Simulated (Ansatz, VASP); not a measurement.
## One calculation of Sc, two programs

POSCAR

```
Sc
1.0
    3.3280716152      0.0000000000      0.0000000000
   -1.6640358076      2.8821945644      0.0000000000
    0.0000000000      0.0000000000      5.2121495536
Sc
2
Direct
    0.3333333333      0.6666666667      0.2500000000
    0.6666666667      0.3333333333      0.7500000000
```

File INCAR.step1:

```
  ALGO = Normal
  EDIFF = 1E-4
  ENCUT = 520
  GGA = PE
  ISMEAR = -1
  LASPH = True
  LCHARG = False
  LREAL = False
  LWAVE = True
  NBANDS = 18
  NELM = 100
  PREC = Accurate
  SIGMA = 0.1
```

File INCAR.step2:

```
  ALGO = Normal
  EDIFF = 1E-6
  ENCUT = 520
  ISIF = 2
  ISMEAR = -1
  ISTART = 1
  LASPH = True
  LCHARG = True
  LELF = True
  LMIXTAU = True
  LREAL = False
  LVHAR = True
  LWAVE = False
  METAGGA = R2SCAN
  NBANDS = 18
  NELM = 100
  PREC = Accurate
  SIGMA = 0.1
```

The input KPOINTS:

```
k-points
0
Gamma
  3 3 2
```

Input for Ansatz:

```yaml
crystal:
  lattice:
    - [3.3280716152, 0.0, 0.0]
    - [-1.6640358076, 2.8821945644, 0.0]
    - [0.0, 0.0, 5.2121495536]
  atoms:
    - { symbol: Sc, position: [0.3333333333, 0.6666666667, 0.25] }
    - { symbol: Sc, position: [0.6666666667, 0.3333333333, 0.75] }
hamiltonian:
  xc: r2scan
  pseudopotentials:
    kind: paw
    azcp:
      Sc: "pseudopotentials/Sc.paw.azcp"
basis:
  ecutwfc: 500
  fft_grid_basis: typed
kpoints:
  mp_grid: { grid: [3, 3, 2], shift: [0, 0, 0] }
magnetization:
  spin_polarized: false
scf:
  occupations: { method: fermi_dirac, width: 0.1 }
  lower_state_search: "off"
output:
  stress: true
  write_density: true
  write_potential: true
  elf: true
  volumetric_format: npy
```

Alike in both runs: task single point; functional r2SCAN; k mesh 3 × 3 × 2; occupations fermi-dirac, width 0.1 eV; no spin polarisation.

```csv
,VASP,Ansatz
version,VASP 6.6.1,Ansatz 0.2.0
potentials or method,"VASP PAW PBE potentials, release 64 (Sc_sv), cutoff 520 eV","plane waves (500 eV) with PAW, scalar-relativistic"
valence electrons in the cell,22,22
```

Ansatz gave:

| Quantity | Value |
| --- | --- |
| pressure (GPa) | -0.5 |
| traceless stress, the component that is largest in VASP (GPa) | -0.80 |

Q: Estimate VASP's values.

A: Pressure (GPa): -0.3; traceless stress, the component that is largest in VASP (GPa): -0.80.

VASP's potentials were made for PBE, not for r2SCAN. The functional is the same, so the differences come from potentials, cutoffs and numerics.

The k mesh is coarse, so the values compare programs but aren't converged.
